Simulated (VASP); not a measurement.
## ZnS: single point with HSE06

The system is ZnS.

```
Zn S
1.0
     3.80543    0.00000    0.00000
    -1.90271    3.29560    0.00000
     0.00000    0.00000    6.24402
Zn S
2 2
Direct
  0.33333 0.66667 0.00534
  0.66667 0.33333 0.50534
  0.33333 0.66667 0.37966
  0.66667 0.33333 0.87966
```

- Program: VASP 6.6.1
- Task: single point
- Functional: HSE06
- Potentials or basis: VASP PAW PBE potentials, release 64 (Zn, S)
- Cutoff: 400 eV
- k mesh: 6 × 6 × 2
- Occupations: gaussian, width 0.01 eV
- Spin: no spin polarisation
- Dipole correction: no
- Grid for exact exchange (PRECFOCK): Normal
- Further INCAR settings: ALGO = Normal; EDIFF = 1e-06; NBANDS = 26
- Share of exact exchange: 0.25
- Screening parameter: 0.2079 1/Å

```
Pressure               : 1.3 GPa
Band gap on the k mesh : 3.43 eV
```

Stress tensor (GPa, compression positive):
```
1.34 0.00 0.00
0.00 1.34 0.00
0.00 0.00 1.18
```

Levels at points of the mesh, in eV from the valence-band top:
| k point | band 15 | band 16 | band 17 | band 18 | band 19 | band 20 | band 21 | band 22 |
| --- | --- | --- | --- | --- | --- | --- | --- | --- |
| (0.00, 0.00, 0.00) | -0.96 | -0.09 | 0.00 | 0.00 | 3.43 | 4.33 | 7.58 | 7.58 |
| (0.50, 0.00, 0.00) | -3.51 | -2.39 | -1.80 | -0.95 | 4.77 | 5.54 | 6.17 | 8.16 |
| (0.00, 0.00, 0.50) | -0.50 | -0.50 | -0.50 | -0.50 | 4.82 | 4.82 | 8.04 | 8.04 |
| (0.50, 0.00, 0.50) | -1.74 | -1.74 | -1.73 | -1.73 | 4.67 | 4.67 | 6.40 | 6.40 |

Run time: 92 min on 1 thread of AMD EPYC 7R13, on a shared host, peak memory 0.27 GiB.

Caveat: the k points lie up to 0.50 Å⁻¹ apart; the PAW data sets were made with another functional, which shifts forces and pressure a little.
